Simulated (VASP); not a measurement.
Write the native input for VASP 6.6.1 that does the following.

* Task: relaxation of shape and atoms at fixed volume
* Functional: r2SCAN
* Potentials or basis: VASP PAW PBE potentials, release 64 (Sb)
* Cutoff: 550 eV
* k mesh: 10 × 10 × 10
* Occupations: gaussian, width 0.05 eV
* Spin: no spin polarisation
* Dipole correction: no
* Further INCAR settings: ALGO = Normal; EDIFF = 1e-07; IBRION = 2; EDIFFG = -0.02; NSW = 60; ISIF = 4

The system is Sb.

```
CELL_PARAMETERS angstrom
2.11077 1.21865 3.91417
-2.11077 1.21865 3.91417
0.00000 -2.43731 3.91417
ATOMIC_POSITIONS crystal
Sb 0.22754 0.22754 0.22754
Sb 0.77246 0.77246 0.77246
```

These files were run (other wordings do the same):

POSCAR

```
Sb
1.0
    2.1107702111      1.2186537496      3.9141654171
   -2.1107702111      1.2186537496      3.9141654171
    0.0000000000     -2.4373074991      3.9141654171
Sb
2
Direct
    0.2275400000      0.2275400000      0.2275400000
    0.7724600000      0.7724600000      0.7724600000
```

INCAR.step1

```
SYSTEM = Sb
ALGO = Normal ; EDIFF = 1E-5
EDIFFG = -0.005 ; ENCUT = 550
GGA = PE ; GGA_COMPAT = .FALSE.
IBRION = 2 ; ISIF = 3
ISMEAR = 0 ; LASPH = .TRUE.
LCHARG = .FALSE. ; LREAL = .FALSE.
LWAVE = .TRUE. ; NELM = 120
NELMIN = 4 ; NSW = 100
PREC = Accurate ; SIGMA = 0.05
```

INCAR.step2

```
SYSTEM = Sb
ALGO = Normal ; EDIFF = 1E-7
EDIFFG = -0.02 ; ENCUT = 550
GGA_COMPAT = .FALSE. ; IBRION = 2
ISIF = 4 ; ISMEAR = 0
ISTART = 1 ; LASPH = .TRUE.
LCHARG = .FALSE. ; LMIXTAU = .TRUE.
LREAL = .FALSE. ; LWAVE = .FALSE.
METAGGA = R2SCAN ; NELM = 120
NELMIN = 4 ; NSW = 60
PREC = Accurate ; SIGMA = 0.05
```

KPOINTS

```
k-points
0
G
  10 10 10
  0 0 0
```

Potentials or basis: VASP PAW PBE potentials, release 64 (Sb).

Run with:

```sh
$ cat potpaw_PBE.64/Sb/POTCAR > POTCAR
$ cp INCAR.step1 INCAR
$ mpirun -np 1 vasp_std > vasp.out
$ cp INCAR.step2 INCAR
$ mpirun -np 1 vasp_std > vasp.out
```

Results of the run:

The energy gained by relaxing is 39.2 meV/atom, the ionic steps are 7 and the pressure after relaxing is 1.6 GPa. The largest force after relaxing is 0.009 eV/Å and the band gap on the k mesh is zero (bands 5 and 6 overlap by 0.08 eV).

Caveat: the PAW data sets were made with another functional, which shifts forces and pressure a little; spin-orbit coupling is left out, which moves the levels of the heavy elements.

Run time: 28 min on 1 thread of Oxide Virtual Turin-like Processor, with other jobs on the host, peak memory 0.23 GiB.
